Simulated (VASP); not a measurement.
# Si2W (I4/mmm) in VASP: notebook, part 2 of 2

VASP 6.6.1. The steps go on from the part before.

## Step 3: Single point, PBE

This run uses another cell than the first one, of 14.02 Å³/atom.

Contents of INCAR:

```
SYSTEM = Si2W
PREC = Accurate
ENCUT = 520
EDIFF = 1E-6
ISMEAR = -1
SIGMA = 0.05
LREAL = .False.
LASPH = .True.
NELM = 60
ALGO = Normal
ISIF = 2
LWAVE = .False.
LCHARG = .True.
GGA = PE
LELF = .True.
LVHAR = .True.
NBANDS = 18
```

Contents of KPOINTS:

```
Automatic mesh
0
Gamma
  12 12 12
  0 0 0
```

Contents of POSCAR:

```
Si2W
1.0
   -1.6280458460      1.6280458460      3.9664684080
    1.6280458460     -1.6280458460      3.9664684080
    1.6280458460      1.6280458460     -3.9664684080
Si W
2 1
Direct
    0.3347000000      0.3347000000      0.0000000000
    0.6653000000      0.6653000000      0.0000000000
    0.0000000000      0.0000000000      0.0000000000
```

Potentials or basis: VASP PAW PBE potentials, release 64 (Si, W_sv).

Started as:

```console
> cat potpaw_PBE.64/Si/POTCAR potpaw_PBE.64/W_sv/POTCAR > POTCAR
> mpirun -np 1 vasp_std > vasp.out
```

OUTCAR:

```text
SYSTEM = Si2W
   PREC = Accurate
   ENCUT = 520
   EDIFF = 1E-6
   ISMEAR = -1
   LREAL = .False.
   LASPH = .True.
   NELM = 60
   ISIF = 2
   GGA = PE

 ion  position               nearest neighbor table
   1  0.335  0.335  0.000-   2 2.62   3 2.65   3 2.65   3 2.65   3 2.65   3 2.66   2 2.67   2 2.67
                             2 2.67   2 2.67
   2  0.665  0.665  0.000-   1 2.62   3 2.65   3 2.65   3 2.65   3 2.65   3 2.66   1 2.67   1 2.67
                             1 2.67   1 2.67
   3  0.000  0.000  0.000-   2 2.65   1 2.65   2 2.65   1 2.65   2 2.65   1 2.65   1 2.65   2 2.65
                             1 2.66   2 2.66

  LATTYP: Found a body centered tetragonal cell.
 ALAT       =     3.2560916920
 C/A-ratio  =     2.4363370465

  Lattice vectors:

 A1 = (  -1.6280458460,   1.6280458460,   3.9664684080)
 A2 = (   1.6280458460,  -1.6280458460,   3.9664684080)
 A3 = (   1.6280458460,   1.6280458460,  -3.9664684080)

Analysis of symmetry for initial positions (statically):
=====================================================================
 Subroutine PRICEL returns:
 Original cell was already a primitive cell.

 Routine SETGRP: Setting up the symmetry group for a
 body centered tetragonal supercell.

 Subroutine GETGRP returns: Found 16 space group operations
 (whereof 16 operations were pure point group operations)
 out of a pool of 16 trial point group operations.

The static configuration has the point symmetry D_4h.

Analysis of symmetry for dynamics (positions and initial velocities):
=====================================================================
 Subroutine PRICEL returns:
 Original cell was already a primitive cell.

 Routine SETGRP: Setting up the symmetry group for a
 body centered tetragonal supercell.

 Subroutine GETGRP returns: Found 16 space group operations
 (whereof 16 operations were pure point group operations)
 out of a pool of 16 trial point group operations.

The dynamic configuration has the point symmetry D_4h.

 Subroutine INISYM returns: Found 16 space group operations
 (whereof 16 operations are pure point group operations),
 and found     1 'primitive' translations

----------------------------------------------------------------------------------------

                                     Primitive cell

  volume of cell :      42.0530

  direct lattice vectors                    reciprocal lattice vectors
    -1.628045846  1.628045846  3.966468408     0.000000000  0.307116658  0.126056721
     1.628045846 -1.628045846  3.966468408     0.307116658  0.000000000  0.126056721
     1.628045846  1.628045846 -3.966468408     0.307116658  0.307116658  0.000000000

  length of vectors
     4.586277160  4.586277160  4.586277160     0.331980329  0.331980329  0.434328544

  position of ions in fractional coordinates (direct lattice)
     0.334700000  0.334700000  0.000000000
     0.665300000  0.665300000  0.000000000
     0.000000000  0.000000000  0.000000000

  ion indices of the primitive-cell ions
   primitive index   ion index
                 1           1
                 2           2
                 3           3

----------------------------------------------------------------------------------------

 KPOINTS: Automatic mesh

Automatic generation of k-mesh.
 Grid dimensions read from file:
 generate k-points for:   12   12   12

 Generating k-lattice:

  Cartesian coordinates                     Fractional coordinates (reciprocal lattice)
     0.000000000  0.025593055  0.010504727     0.083333333  0.000000000  0.000000000
     0.025593055  0.000000000  0.010504727     0.000000000  0.083333333  0.000000000
     0.025593055  0.025593055  0.000000000     0.000000000  0.000000000  0.083333333

  Length of vectors
     0.027665027  0.027665027  0.036194045

  Shift w.r.t. Gamma in fractional coordinates (k-lattice)
     0.000000000  0.000000000  0.000000000

 Subroutine IBZKPT returns following result:
 ===========================================

 Found    163 irreducible k-points:

 Following reciprocal coordinates:
            Coordinates               Weight
  0.000000  0.000000  0.000000      1.000000
  0.083333  0.000000 -0.000000      8.000000
  0.166667  0.000000 -0.000000      8.000000
  0.250000 -0.000000  0.000000      8.000000
  0.333333  0.000000 -0.000000      8.000000
  0.416667 -0.000000  0.000000      8.000000
[... 16 lines left out ...]
  0.500000  0.166667  0.000000     16.000000
 -0.416667  0.166667 -0.000000     16.000000
 [... further k-points ...]
   k-points           NKPTS =    163   k-points in BZ     NKDIM =    163   number of bands    NBANDS=     18
   number of dos      NEDOS =    301   number of ions     NIONS =      3
   total plane-waves  NPLWV =  46656
   dimension x,y,z NGX =    36 NGY =   36 NGZ =   36
   dimension x,y,z NGXF=    72 NGYF=   72 NGZF=   72
   ions per type =               2   1
   NGX,Y,Z   is equivalent  to a cutoff of  13.05, 13.05, 13.05 a.u.
   NGXF,Y,Z  is equivalent  to a cutoff of  26.10, 26.10, 26.10 a.u.
 SYSTEM =  Si2W
   PREC   = accura    normal or accurate (medium, high low for compatibility)
   ISTART =      0    job   : 0-new  1-cont  2-samecut
   ICHARG =      2    charge: 1-file 2-atom 10-const
   ISPIN  =      1    spin polarized calculation?
   LNONCOLLINEAR =      F non collinear calculations
   LSORBIT =      F    spin-orbit coupling
   LASPH  =      T    aspherical Exc in radial PAW
   ENCUT  =  520.0 eV  38.22 Ry    6.18 a.u.   8.53  8.53  8.53*2*pi/ulx,y,z
   NELM   =     60;   NELMIN=  2; NELMDL= -5     # of ELM steps
   EDIFF  = 0.1E-05   stopping-criterion for ELM
   LREAL  =      F    real-space projection
   EDIFFG = 0.1E-04   stopping-criterion for IOM
   NSW    =      0    number of steps for IOM
   IBRION =     -1    ionic relax: 0-MD 1-quasi-New 2-CG
   NFREE  =      0    steps in history (QN), initial steepest desc. (CG)
   ISIF   =      2    stress and relaxation
   ISYM   =      2    0-nonsym 1-usesym 2-fastsym
   POTIM  = 0.5000    time-step for ionic-motion
   TEBEG  =    0.0;   TEEND  =   0.0 temperature during run
   PSTRESS=    0.0 pullay stress
   NELECT =      22.0000    total number of electrons
   NUPDOWN=      -1.0000    fix difference up-down
   EMIN   =  10.00;   EMAX   =-10.00  energy-range for DOS
   EFERMI =   0.00;   METHOD = LEGACY
   ISMEAR =    -1;   SIGMA  =   0.05  broadening in eV -4-tet -1-fermi 0-gaus
   EFERMI_NEDOS =   21; number of points for ismear=-14 and -15
   IALGO  =     38    algorithm
   IMIX   =      4    mixing-type and parameters
     AMIX     =   0.40;   BMIX     =  1.00
     AMIX_MAG =   1.60;   BMIX_MAG =  1.00
  volume/ion in A,a.u.               =      14.02        94.60
  Fermi-wavevector in a.u.,A,eV,Ry     =   1.319117  2.492770 23.675084  1.740070
  Thomas-Fermi vector in A             =   2.449038
   LORBIT       =      0    0 simple, 1 ext, 2 COOP (PROOUT), +10 PAW based schemes
   GGA     = PE    functional components
   LHFCALC =     F    Hartree Fock is set to
   AEXX    =    0.0000 exact exchange contribution
   IVDW    =     0    specifies the selected vdW correction
   LEPSILON=     F    determine dielectric tensor
   LRPA    =     F    only Hartree local field effects (RPA)
 non-spin polarized calculation
  energy-cutoff  :      520.00
  volume of cell :       42.05
 maximum number of plane-waves:      1151
 NGX is ok and might be reduce to    36
   NGX = 17   NGY = 17   NGZ = 17

 number of electron      22.0000001 magnetization

 Free energy of the ion-electron system (eV)
  ---------------------------------------------------
  ext. energy  EPLUGINS =         0.00000000
  ---------------------------------------------------
  free energy    TOTEN  =       -24.79935187 eV

  energy without entropy =      -24.79722263  energy(sigma->0) =      -24.79828725

 E-fermi :  11.4058     XC(G=0): -12.3425

 val. band max:       11.3650184680   @ k =   0.2500   0.2500   0.2500
 cond. band min:      11.4231056894   @ k =  -0.4167  -0.4167   0.3333
 fundamental gap:      0.0580872214
 Fermi energy:        11.4058394194

 k-point     1 :       0.0000    0.0000    0.0000
  band No.  band energies     occupation
      1     -62.5393      2.00000
      2     -26.7613      2.00000
      3     -26.7613      2.00000
      4     -26.7611      2.00000
      5      -2.3468      2.00000
      6       4.8025      2.00000
[... 481 lines left out ...]
      5       0.6369      2.00000
      6       3.2810      2.00000
[... 10 lines left out ...]
     17      18.2394      0.00000
     18      19.4345      0.00000

 [... further k-points ...]

------------------------ aborting loop because EDIFF is reached ----------------------------------------

  FORCE on cell =-STRESS in cart. coord.  units (eV):
  Direction    XX          YY          ZZ          XY          YZ          ZX
  --------------------------------------------------------------------------------------
  -------------------------------------------------------------------------------------
  Total       -1.3027017     -1.3027017     -1.4554356      0.0000000      0.0000000      0.0000000
  in kB      -49.6316030    -49.6316030    -55.4506083      0.0000000      0.0000000      0.0000000
  external PRESSURE =     -51.5712714 kB  Pullay stress =       0.0000000 kB

 VOLUME and BASIS-vectors are now :
 -----------------------------------------------------------------------------
  energy-cutoff  :      520.00
  volume of cell :       42.05
      direct lattice vectors                 reciprocal lattice vectors
    -1.628045846  1.628045846  3.966468408     0.000000000  0.307116658  0.126056721
     1.628045846 -1.628045846  3.966468408     0.307116658  0.000000000  0.126056721
     1.628045846  1.628045846 -3.966468408     0.307116658  0.307116658  0.000000000

 POSITION                                       TOTAL-FORCE (eV/Angst)
 -----------------------------------------------------------------------------------
      0.00000      0.00000      2.65515         0.000000      0.000000      0.025407
      0.00000      0.00000      5.27778         0.000000      0.000000     -0.025407
      0.00000      0.00000      0.00000        -0.000000     -0.000000     -0.000000
 -----------------------------------------------------------------------------------
    total drift:                               -0.000000     -0.000000      0.000000

  FREE ENERGIE OF THE ION-ELECTRON SYSTEM (eV)
  ---------------------------------------------------
  free  energy   TOTEN  =       -24.7993518715 eV

  energy  without entropy=      -24.7972226320  energy(sigma->0) =      -24.79828725
```

OSZICAR:

```text
N       E                     dE             d eps       ncg     rms          rms(c)
DAV:   1     0.129149360876E+03    0.12915E+03   -0.10833E+04  5868   0.123E+03
DAV:   2    -0.212569583281E+02   -0.15041E+03   -0.14695E+03  6746   0.319E+02
DAV:   3    -0.256714138181E+02   -0.44145E+01   -0.43652E+01  7388   0.492E+01
DAV:   4    -0.257104382055E+02   -0.39024E-01   -0.38979E-01  7024   0.490E+00
DAV:   5    -0.257108715798E+02   -0.43337E-03   -0.43335E-03  7056   0.548E-01    0.235E+01
DAV:   6    -0.249088207442E+02    0.80205E+00   -0.40425E+00  6250   0.138E+01    0.764E+00
DAV:   7    -0.248251161356E+02    0.83705E-01   -0.31023E-01  6256   0.305E+00    0.444E+00
DAV:   8    -0.247998376832E+02    0.25278E-01   -0.54870E-02  6530   0.182E+00    0.334E-01
DAV:   9    -0.247994479750E+02    0.38971E-03   -0.12257E-03  6836   0.278E-01    0.205E-01
DAV:  10    -0.247993600113E+02    0.87964E-04   -0.31718E-04  6892   0.154E-01    0.358E-02
DAV:  11    -0.247993516954E+02    0.83158E-05   -0.46348E-05  6722   0.501E-02    0.188E-02
DAV:  12    -0.247993518715E+02   -0.17607E-06   -0.22734E-06  5262   0.961E-03
   1 F= -.24799352E+02 E0= -.24798287E+02  d E =-.212924E-02
```

Wall time 3.8 min (1 thread of Intel Xeon 8259CL, shared host); peak memory 0.29 GiB.

What came out:

```
Free energy            : -24.7994 eV
Pressure               : -5.2 GPa
Largest force          : 0.025 eV/Å
Band gap on the k mesh : zero (bands 11 and 12 overlap by 1.23 eV)
```

Forces in eV/Å, atoms in the order of the input:
```
Si   0.000  0.000  0.025
Si   0.000  0.000 -0.025
W    0.000  0.000  0.000
```

Stress tensor (GPa, compression positive):
```
-4.96  0.00  0.00
 0.00 -4.96  0.00
 0.00  0.00 -5.55
```

Caveat: the cell stands under tension; spin-orbit coupling is left out, which moves the levels of the heavy elements.

## Step 4: Single point, PBE

This run uses another cell than the first one, of 14.42 Å³/atom.

Contents of INCAR:

```
PREC     = Accurate       # precision mode
ENCUT    = 520            # plane-wave cutoff, eV
EDIFF    = 1E-6           # SCF threshold, eV
ISMEAR   = -1             # smearing method
SIGMA    = 0.05           # smearing width, eV
LREAL    = False          # projectors in reciprocal space
LASPH    = True           # aspherical terms in the spheres
NELM     = 60             # most SCF steps
ALGO     = Normal         # electronic algorithm
ISIF     = 2              # what is computed and relaxed
LWAVE    = False          # write WAVECAR
LCHARG   = False          # write CHGCAR
GGA      = PE             # functional
NBANDS   = 18             # bands
```

Contents of KPOINTS:

```
regular mesh
0
Gamma
  12 12 12
```

Contents of POSCAR:

```
Si2W
1.0
   -1.6435519778      1.6435519778      4.0042465713
    1.6435519778     -1.6435519778      4.0042465713
    1.6435519778      1.6435519778     -4.0042465713
Si W
2 1
Direct
    0.3347000000      0.3347000000      0.0000000000
    0.6653000000      0.6653000000      0.0000000000
    0.0000000000      0.0000000000      0.0000000000
```

Potentials or basis: VASP PAW PBE potentials, release 64 (Si, W_sv).

Started as:

```console
> cat potpaw_PBE.64/Si/POTCAR potpaw_PBE.64/W_sv/POTCAR > POTCAR
> mpirun -np 1 vasp_std > vasp.out
```

OUTCAR:

```text
PREC = Accurate
   ENCUT = 520
   EDIFF = 1E-6
   ISMEAR = -1
   LREAL = False
   LASPH = True
   NELM = 60
   ISIF = 2
   GGA = PE

 ion  position               nearest neighbor table
   1  0.335  0.335  0.000-   2 2.65   3 2.67   3 2.67   3 2.67   3 2.67   3 2.68   2 2.69   2 2.69
                             2 2.69   2 2.69
   2  0.665  0.665  0.000-   1 2.65   3 2.67   3 2.67   3 2.67   3 2.67   3 2.68   1 2.69   1 2.69
                             1 2.69   1 2.69
   3  0.000  0.000  0.000-   2 2.67   2 2.67   2 2.67   1 2.67   2 2.67   1 2.67   1 2.67   1 2.67
                             1 2.68   2 2.68

[... 701 lines left out ...]
  Direction    XX          YY          ZZ          XY          YZ          ZX
  --------------------------------------------------------------------------------------
  -------------------------------------------------------------------------------------
  Total       -2.7076693     -2.7076693     -3.0439133      0.0000000      0.0000000     -0.0000000
  in kB     -100.2671120   -100.2671120   -112.7184937      0.0000000      0.0000000     -0.0000000
  external PRESSURE =    -104.4175725 kB  Pullay stress =       0.0000000 kB

 VOLUME and BASIS-vectors are now :
 -----------------------------------------------------------------------------
  energy-cutoff  :      520.00
  volume of cell :       43.27
      direct lattice vectors                 reciprocal lattice vectors
    -1.643551978  1.643551978  4.004246571     0.000000000  0.304219159  0.124867435
     1.643551978 -1.643551978  4.004246571     0.304219159  0.000000000  0.124867435
     1.643551978  1.643551978 -4.004246571     0.304219159  0.304219159  0.000000000

 POSITION                                       TOTAL-FORCE (eV/Angst)
 -----------------------------------------------------------------------------------
      0.00000      0.00000      2.68044        -0.000000     -0.000000      0.096479
      0.00000      0.00000      5.32805         0.000000      0.000000     -0.096479
      0.00000      0.00000      0.00000        -0.000000     -0.000000      0.000000
 -----------------------------------------------------------------------------------
    total drift:                               -0.000000     -0.000000      0.000000

  FREE ENERGIE OF THE ION-ELECTRON SYSTEM (eV)
  ---------------------------------------------------
  free  energy   TOTEN  =       -24.7403336872 eV

  energy  without entropy=      -24.7380107486  energy(sigma->0) =      -24.73917222
```

stdout:

```text
POSCAR found type information on POSCAR SiW
 POSCAR found :  2 types and       3 ions
 scaLAPACK will be used
 LDA part: xc-table for (Slater+PW92), standard interpolation
 POSCAR, INCAR and KPOINTS ok, starting setup
 FFT: planning ... GRIDC
 FFT: planning ... GRID_SOFT
 FFT: planning ... GRID
 WAVECAR not read
 entering main loop
```

Run time: 3.6 min. Hardware: 1 thread of Intel Xeon 8259CL, shared host; peak memory 0.29 GiB.

Results:

- Free energy: -24.7403 eV
- Pressure: -10.4 GPa
- Largest force: 0.096 eV/Å
- Band gap on the k mesh: zero (bands 11 and 12 overlap by 1.19 eV)

Forces in eV/Å, atoms in the order of the input:
```
Si   0.000  0.000  0.096
Si   0.000  0.000 -0.096
W    0.000  0.000  0.000
```

Caveat: the cell stands under tension; spin-orbit coupling is left out, which moves the levels of the heavy elements.

## Step 5: Summary

| cell | gap on the mesh (eV) | pressure (GPa) | largest force (eV/Å) |
| --- | --- | --- | --- |
| a = 4.542 Å, angles 138.4, 138.4, 60.3°, 3 atoms | none | 1.1 | 0.05 |
| a = 4.586 Å, angles 138.4, 138.4, 60.3°, 3 atoms | none | -5.2 | 0.03 |
| a = 4.630 Å, angles 138.4, 138.4, 60.3°, 3 atoms | none | -10.4 | 0.10 |

Alike in all rows: task single point; level PBE; potentials or basis VASP PAW PBE potentials, release 64 (Si, W_sv); no spin polarisation; k mesh 12 × 12 × 12; cutoff (eV) 520; smearing fermi-dirac 0.05 eV.

Caveats: spin-orbit coupling is left out, which moves the levels of the heavy elements; the cell stands under tension (at least some runs).

Absolute energies hang on the potentials; compare differences alone.
